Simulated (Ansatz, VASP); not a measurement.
# One calculation of HfZrS3, two programs

```
CELL_PARAMETERS angstrom
4.86501 0.00000 0.00000
0.00000 4.86501 0.00000
0.00000 0.00000 4.86501
ATOMIC_POSITIONS crystal
Zr 0.50000 0.50000 0.50000
Hf 0.00000 0.00000 0.00000
S 0.00000 0.50000 0.50000
S 0.50000 0.50000 0.00000
S 0.50000 0.00000 0.50000
```

Change from the starting cell: species swapped into the NdBRh3 type (Pm-3m, No. 221).

Alike in both runs: functional PBE; k mesh 4 × 4 × 4; occupations gaussian, width 0.1 eV; no spin polarisation.

Ansatz relaxed the structure, and its values are those at the end. VASP's run is a single point on that final structure, the one shown.

|  | VASP | Ansatz |
| --- | --- | --- |
| version | VASP 6.6.1 | Ansatz 0.2.0 |
| potentials or method | VASP PAW PBE potentials, release 64 (Zr_sv, Hf_pv, S), cutoff 520 eV | scalar-relativistic, plane waves, PAW |
| valence electrons in the cell | 40 | 56 |

Ansatz gave:

* gap on the k mesh at the Fermi level (eV): none
* pressure (GPa): -0.1

Problem. Estimate VASP's values.

Solution. gap on the k mesh at the Fermi level (eV): none; pressure (GPa): -0.2.

A gap of «none» marks a metal or a gap that the smearing closes. VASP's potentials hold 40 valence electrons a cell and Ansatz's 56, so a difference there can come from the potentials and not from the codes.

Spin-orbit coupling is off throughout.
